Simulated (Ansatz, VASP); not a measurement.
# One calculation of WC, two programs

File INCAR:

```
ALGO     = Normal         # electronic algorithm
EDIFF    = 1E-6           # SCF threshold, eV
ENCUT    = 520            # plane-wave cutoff, eV
GGA      = PS             # functional
ISIF     = 2              # what is computed and relaxed
ISMEAR   = 0              # smearing method
LASPH    = T              # aspherical terms in the spheres
LCHARG   = F              # write CHGCAR
LREAL    = F              # projectors in reciprocal space
LWAVE    = F              # write WAVECAR
NBANDS   = 16             # bands
NELM     = 80             # most SCF steps
PREC     = Accurate       # precision mode
SIGMA    = 0.15           # smearing width, eV
```

File KPOINTS:

```
k-points
0
Gamma
  18 18 18
```

POSCAR

```
WC
1.0
    0.0000000000      2.0830498000      2.3023182000
    2.0830498000      0.0000000000      2.3023182000
    2.0830498000      2.0830498000      0.0000000000
W C
1 1
Direct
    0.0000000000      0.0000000000      0.0000000000
    0.5000000000      0.5000000000      0.5000000000
```

Input for Ansatz:

```yaml
crystal:
  lattice:
    - [0.0, 2.0830498, 2.3023182]
    - [2.0830498, 0.0, 2.3023182]
    - [2.0830498, 2.0830498, 0.0]
  atoms:
    - { symbol: W, position: [0.0, 0.0, 0.0] }
    - { symbol: C, position: [0.5, 0.5, 0.5] }
basis:
  ecutwfc: 420
kpoints:
  mp_grid: { grid: [18, 18, 18] }
hamiltonian:
  xc: pbesol
scf:
  occupations: { method: gaussian, width: 0.15 }
output:
  forces: true
  stress: true
  eigenvalues: true
```

Change from the starting cell: strain -0.050 along x and y, +0.050 along z, atoms carried along.

Alike in both runs: task single point; functional PBEsol; k mesh 18 × 18 × 18; occupations gaussian, width 0.15 eV; no spin polarisation.

```csv
,VASP,Ansatz
version,VASP 6.6.1,Ansatz 0.2.0
potentials or method,"VASP PAW PBE potentials, release 64 (W_sv, C), cutoff 520 eV","scalar-relativistic, plane waves, PAW"
valence electrons in the cell,18,18
```

```csv
,VASP,Ansatz,Ansatz less VASP
gap on the k mesh at the Fermi level (eV),none,none,-
pressure (GPa),20.8,19.4,-1.31
"traceless stress, the component that is largest in VASP (GPa)",-39.50,-39.20,+0.297
```

VASP's potentials were made for PBE, not for PBEsol. A gap of «none» marks a metal or a gap that the smearing closes.

Neither program's run includes spin-orbit coupling.
